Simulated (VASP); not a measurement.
# WS2 in VASP: elastic constants with LDA

Aim: the elastic constants of WS2 with LDA.

Program: VASP 6.6.1. These are calculated values, not measurements. Logs are shortened: lines on timing, memory, paths and dates and some standing lists are left out, and cuts for length are marked.

### 1 The cell of the first run

The cell holds a slab with vacuum, 3 atoms: a = 3.184 Å, b = 3.184 Å, c = 16.951 Å, α = 90.00°, β = 90.00°, γ = 120.00°.

### 2 Elastic constants, LDA

INCAR

```
SYSTEM = WS2
PREC = Accurate
ENCUT = 600
EDIFF = 1E-8
ISMEAR = 0
SIGMA = 0.01
LREAL = .False.
LASPH = .True.
NELM = 80
ALGO = Normal
ISIF = 3
LWAVE = .False.
LCHARG = .False.
NBANDS = 20
IBRION = 6
NFREE = 2
POTIM = 0.015
NSW = 1
```

KPOINTS

```
Automatic mesh
0
Gamma
  7 7 2
  0 0 0
```

POSCAR

```
WS2
1.0
    3.1835163552      0.0000000000      0.0000000000
   -1.5917581776      2.7570060369      0.0000000000
    0.0000000000      0.0000000000     16.9505778900
W S
1 2
Direct
    0.0000000000      0.0000000000      0.0000000000
    0.3333333333      0.6666666667      0.0920005100
    0.3333333333      0.6666666667      0.9079994900
```

Potentials or basis: VASP PAW LDA potentials, release 64 (W_sv, S).

Run with:

```
$ cat potpaw_LDA.64/W_sv/POTCAR potpaw_LDA.64/S/POTCAR > POTCAR
$ mpirun -np 1 vasp_std > vasp.out
```

OUTCAR:

```text
SYSTEM = WS2
   PREC = Accurate
   ENCUT = 600
   EDIFF = 1E-8
   ISMEAR = 0
   LREAL = .False.
   LASPH = .True.
   NELM = 80
   ISIF = 3
   IBRION = 6
   NFREE = 2
   POTIM = 0.015
   NSW = 1

 ion  position               nearest neighbor table
   1  0.000  0.000  0.000-   2 2.41   3 2.41   2 2.41   3 2.41   2 2.41   3 2.41
   2  0.333  0.667  0.092-   1 2.41   1 2.41   1 2.41
   3  0.333  0.667  0.908-   1 2.41   1 2.41   1 2.41

  LATTYP: Found a hexagonal cell.
 ALAT       =     3.1835163552
 C/A-ratio  =     5.3244827413

  Lattice vectors:

 A1 = (   3.1835163552,   0.0000000000,   0.0000000000)
 A2 = (  -1.5917581776,   2.7570060369,   0.0000000000)
 A3 = (   0.0000000000,   0.0000000000,  16.9505778900)

Analysis of symmetry for initial positions (statically):
=====================================================================
 Subroutine PRICEL returns:
 Original cell was already a primitive cell.

 Routine SETGRP: Setting up the symmetry group for a
 hexagonal supercell.

 Subroutine GETGRP returns: Found 12 space group operations
 (whereof 12 operations were pure point group operations)
 out of a pool of 24 trial point group operations.

The static configuration has the point symmetry D_3h.

Analysis of symmetry for dynamics (positions and initial velocities):
=====================================================================
 Subroutine PRICEL returns:
 Original cell was already a primitive cell.

 Routine SETGRP: Setting up the symmetry group for a
 hexagonal supercell.

 Subroutine GETGRP returns: Found 12 space group operations
 (whereof 12 operations were pure point group operations)
 out of a pool of 24 trial point group operations.

The dynamic configuration has the point symmetry D_3h.

 Subroutine INISYM returns: Found 12 space group operations
 (whereof 12 operations are pure point group operations),
 and found     1 'primitive' translations

----------------------------------------------------------------------------------------

                                     Primitive cell

  volume of cell :     148.7748

  direct lattice vectors                    reciprocal lattice vectors
     3.183516355  0.000000000  0.000000000     0.314118066  0.181356150  0.000000000
    -1.591758178  2.757006037  0.000000000     0.000000000  0.362712300  0.000000000
     0.000000000  0.000000000 16.950577890     0.000000000  0.000000000  0.058995039

  length of vectors
     3.183516355  3.183516355 16.950577890     0.362712300  0.362712300  0.058995039

  position of ions in fractional coordinates (direct lattice)
     0.000000000  0.000000000  0.000000000
     0.333333333  0.666666667  0.092000510
     0.333333333  0.666666667  0.907999490

  ion indices of the primitive-cell ions
   primitive index   ion index
                 1           1
                 2           2
                 3           3

----------------------------------------------------------------------------------------

 KPOINTS: Automatic mesh

Automatic generation of k-mesh.
[... 77 lines left out ...]
     AMIX_MAG =   1.60;   BMIX_MAG =  1.00
  volume/ion in A,a.u.               =      49.59       334.66
  Fermi-wavevector in a.u.,A,eV,Ry     =   0.915285  1.729637 11.398226  0.837746
  Thomas-Fermi vector in A             =   2.040009
   LORBIT       =      0    0 simple, 1 ext, 2 COOP (PROOUT), +10 PAW based schemes
   GGA     = CA    functional components
   LHFCALC =     F    Hartree Fock is set to
   AEXX    =    0.0000 exact exchange contribution
   IVDW    =     0    specifies the selected vdW correction
   LEPSILON=     F    determine dielectric tensor
   LRPA    =     F    only Hartree local field effects (RPA)
 finite differences with symmetry
 non-spin polarized calculation
 Gauss-broadening in eV      SIGMA  =   0.01
  energy-cutoff  :      600.00
  volume of cell :      148.77
 maximum number of plane-waves:      4996
 NGX is ok and might be reduce to    28
   NGX = 13   NGY = 13   NGZ = 67

--------------------------------------- Ionic step        1  -------------------------------------------

 number of electron      25.9999999 magnetization

 Free energy of the ion-electron system (eV)
  ---------------------------------------------------
  ext. energy  EPLUGINS =         0.00000000
  ---------------------------------------------------
  free energy    TOTEN  =       -26.11814918 eV

  energy without entropy =      -26.11814918  energy(sigma->0) =      -26.11814918

------------------------ aborting loop because EDIFF is reached ----------------------------------------

  FORCE on cell =-STRESS in cart. coord.  units (eV):
  Direction    XX          YY          ZZ          XY          YZ          ZX
  --------------------------------------------------------------------------------------
  -------------------------------------------------------------------------------------
  Total       -2.1280558     -2.1280558     -1.1342803      0.0000000      0.0000000     -0.0000000
  in kB      -22.9173441    -22.9173441    -12.2152305      0.0000000      0.0000000     -0.0000000
  external PRESSURE =     -19.3499729 kB  Pullay stress =       0.0000000 kB
[... 92 lines left out ...]
  FREE ENERGIE OF THE ION-ELECTRON SYSTEM (eV)
  ---------------------------------------------------
  free  energy   TOTEN  =       -26.1394833575 eV

  energy  without entropy=      -26.1394833575  energy(sigma->0) =      -26.13948336

[... ionic steps 4 to 18 ...]

--------------------------------------- Ionic step       19  -------------------------------------------

 number of electron      25.9999999 magnetization

------------------------ aborting loop because EDIFF is reached ----------------------------------------
[... 69 lines left out ...]
--------------------------------------- Ionic step       21  -------------------------------------------

 number of electron      25.9999999 magnetization

 Free energy of the ion-electron system (eV)
  ---------------------------------------------------
  ext. energy  EPLUGINS =         0.00000000
  ---------------------------------------------------
  free energy    TOTEN  =       -26.12154173 eV

  energy without entropy =      -26.12154173  energy(sigma->0) =      -26.12154173

 E-fermi :  -1.2598     XC(G=0):  -4.6203

 val. band max:       -1.4284430270   @ k =   0.0000   0.0000   0.5000
 cond. band min:       0.6701244599   @ k =   0.1429   0.1429   0.0000
 fundamental gap:      2.0985674869
 Fermi energy:        -1.2597713053

 k-point     1 :       0.0000    0.0000    0.0000
  band No.  band energies     occupation
      1     -74.9850      2.00000
      2     -39.4952      2.00000
      3     -39.3396      2.00000
      4     -39.3396      2.00000
      5     -16.1440      2.00000
      6     -14.4317      2.00000
[... 387 lines left out ...]
  FREE ENERGIE OF THE ION-ELECTRON SYSTEM (eV)
  ---------------------------------------------------
  free  energy   TOTEN  =       -26.1215417346 eV

  energy  without entropy=      -26.1215417346  energy(sigma->0) =      -26.12154173

 INTERNAL STRAIN TENSORS FROM STRAINED CELLS
 ============================================

 INTERNAL STRAIN TENSOR FOR ION    1 for displacements in x,y,z  (eV/Angst):
          X           Y           Z          XY          YZ          ZX
  --------------------------------------------------------------------------------
  x    -0.00000     0.00000     0.00000    -6.32465     0.00000    -0.00000
  y    -6.33297     6.34502     0.00000    -0.00024    -0.00006    -0.00003
  z     0.00000     0.00000     0.00000     0.00000    -0.00167     0.00000

 INTERNAL STRAIN TENSORS FROM DISPLACED ATOMS
 ============================================

 INTERNAL STRAIN TENSOR FOR ION    1 for displacements in x,y,z  (eV/Angst):
          X           Y           Z          XY          YZ          ZX
  --------------------------------------------------------------------------------
  x     0.00000     0.00000     0.00000    -6.31498     0.00000     0.00000
  y    -6.31498     6.31498     0.00000     0.00000     0.00000     0.00000
  z     0.00000     0.00000     0.00000     0.00000     0.00000     0.00000

 INTERNAL STRAIN TENSOR FOR ION    3 for displacements in x,y,z  (eV/Angst):
          X           Y           Z          XY          YZ          ZX
  --------------------------------------------------------------------------------
  x     0.00000     0.00000     0.00000     3.16454    -0.00000    15.22897
  y     3.16454    -3.16454     0.00000    -0.00000    15.22898     0.00000
  z    10.97562    10.97562    30.94521     0.00000     0.00000     0.00000

 Eigenvectors and eigenvalues of the dynamical matrix
 ----------------------------------------------------

   1 f  =   12.744444 THz    80.075706 2PiTHz  425.108909 cm-1    52.706764 meV
             X         Y         Z           dx          dy          dz
      0.000000  0.000000  0.000000    -0.000000   -0.000000   -0.508495
     -0.000000  1.838004  1.559462     0.000000   -0.000000    0.608865
     -0.000000  1.838004 15.391116     0.000000    0.000000    0.608865
[... 43 lines left out ...]
   9 f/i=    0.000711 THz     0.004464 2PiTHz    0.023700 cm-1     0.002938 meV
             X         Y         Z           dx          dy          dz
      0.000000  0.000000  0.000000     0.000000    0.000000   -0.861065
     -0.000000  1.838004  1.559462     0.000000    0.000000   -0.359560
     -0.000000  1.838004 15.391116     0.000000    0.000000   -0.359560

--------------------------------------------------------------------------------------------------------

 ELASTIC MODULI CONTR FROM IONIC RELAXATION (kBar)
 Direction    XX          YY          ZZ          XY          YZ          ZX
 --------------------------------------------------------------------------------
 XX        -152.8116   -111.5921   -372.7364     -0.0000     -0.0000     -0.0000
 YY        -111.5921   -152.8116   -372.7364      0.0000     -0.0000      0.0000
 ZZ        -372.7364   -372.7364  -1050.9113      0.0000     -0.0000     -0.0000
 XY          -0.0000      0.0000      0.0000    -20.6098      0.0000      0.0000
 YZ          -0.0000     -0.0000     -0.0000      0.0000   -511.7776     -0.0000
 ZX          -0.0000      0.0000     -0.0000      0.0000     -0.0000   -511.7776
 --------------------------------------------------------------------------------

 TOTAL ELASTIC MODULI (kBar)
 Direction    XX          YY          ZZ          XY          YZ          ZX
 --------------------------------------------------------------------------------
 XX         844.0486    183.0505     -3.7912     -0.0000     -0.0000     -0.0000
 YY         183.0505    844.0486     -3.7912      0.0000     -0.0000      0.0000
 ZZ          -3.7912     -3.7912    -10.2305      0.0000     -0.0000     -0.0000
 XY          -0.0000      0.0000      0.0000    330.4991      0.0000      0.0000
 YZ          -0.0000     -0.0000     -0.0000      0.0000      5.3007     -0.0000
 ZX          -0.0000      0.0000     -0.0000      0.0000     -0.0000      5.3007
 --------------------------------------------------------------------------------
```

Run time: 71 min. Hardware: 1 thread of Intel Xeon 8259CL, shared host; peak memory 0.48 GiB.

What came out:

- Voigt bulk modulus: 23 GPa
- Highest phonon frequency at Γ, LO-TO splitting left out: 425 cm⁻¹

Phonon frequencies in cm⁻¹ (negative: imaginary):
```csv
q point,frequencies
"(0.000, 0.000, 0.000)",0 0 0 288 288 345 345 408 425
```

Elastic tensor in Voigt notation (GPa, in the Cartesian axes of the cell as first typed):
```
84 18  0  0  0  0
18 84  0  0  0  0
 0  0 -1  0  0  0
 0  0  0  1  0  0
 0  0  0  0  1  0
 0  0  0  0  0 33
```

Clamped-ion elastic tensor (GPa):
```
100  29  37   0   0   0
 29 100  37   0   0   0
 37  37 104   0   0   0
  0   0   0  52   0   0
  0   0   0   0  52   0
  0   0   0   0   0  35
```

Caveat: the cell is under stress, which shifts elastic constants; the elastic tensor has a negative eigenvalue, so either the cell is unstable as it stands or the mesh is too thin; there is no dipole correction, which matters where the two faces differ; spin-orbit coupling is left out, which moves the levels of the heavy elements.
